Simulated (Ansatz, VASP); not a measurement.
One calculation of Ca2Zr2N, two programs

Contents of INCAR:

```
PREC = Accurate
ENCUT = 600
EDIFF = 1E-7
ISMEAR = 0
SIGMA = 0.1
LREAL = False
LASPH = True
NELM = 60
ALGO = Normal
ISIF = 3
LWAVE = False
LCHARG = False
GGA = PE
IBRION = 2
NSW = 90
EDIFFG = -0.04
```

Contents of KPOINTS:

```
Automatic mesh
0
Gamma
  6 6 4
```

File POSCAR:

```
Ca2Zr2N
1.0
    4.0284186100      0.0000000000      0.0000000000
   -2.0142093000      3.4887128500      0.0000000000
    0.0000000000      0.0000000000      6.7392016900
Ca Zr N
2 2 1
Direct
    0.0000000000      0.0000000000      0.7465140600
    0.0000000000      0.0000000000      0.2534859400
    0.3333333300      0.6666666700      0.5000000000
    0.6666666700      0.3333333300      0.5000000000
    0.0000000000      0.0000000000      0.5000000000
```

Input for Ansatz:

```yaml
crystal:
  lattice:
    - [4.02841861, 0.0, 0.0]
    - [-2.0142093, 3.48871285, 0.0]
    - [0.0, 0.0, 6.73920169]
  atoms:
    - { symbol: Ca, position: [0.0, 0.0, 0.74651406] }
    - { symbol: Ca, position: [0.0, 0.0, 0.25348594] }
    - { symbol: Zr, position: [0.33333333, 0.66666667, 0.5] }
    - { symbol: Zr, position: [0.66666667, 0.33333333, 0.5] }
    - { symbol: "N", position: [0.0, 0.0, 0.5] }
basis:
  ecutwfc: 420
kpoints:
  mp_grid: { grid: [6, 6, 4] }
hamiltonian:
  xc: pbe
scf:
  occupations: { method: gaussian, width: 0.1 }
  lower_state_search: "off"
output:
  forces: true
  stress: true
  eigenvalues: true
relax:
  adjacent_minimum: "off"
  f_tol: 0.04
  max_steps: 70
  cell: { stress_tol: 0.4 }
```

Alike in both runs: task relaxation of cell and atoms; functional PBE; k mesh 6 × 6 × 4; occupations gaussian, width 0.1 eV; no spin polarisation.

|  | VASP | Ansatz |
| --- | --- | --- |
| version | VASP 6.6.1 | Ansatz 0.2.0 |
| potentials or method | VASP PAW PBE potentials, release 64 (Ca_sv, Zr_sv, N), cutoff 600 eV | scalar-relativistic, plane waves, PAW |
| valence electrons in the cell | 49 | 49 |

|  | VASP | Ansatz | Ansatz less VASP |
| --- | --- | --- | --- |
| gap on the k mesh at the Fermi level, each at its own relaxed structure (eV) | none | none | - |
| relaxed volume (Å³/atom) | 29.51 | 30.13 | +0.623 |
| relaxed cell length with the largest relative difference (Å) | 8.735 | 8.902 | +0.1675 |

A gap of «none» marks a metal or a gap that the smearing closes.

Noted on VASP's run: the volume moved by over 15 % at a fixed basis, so the end points are rough.
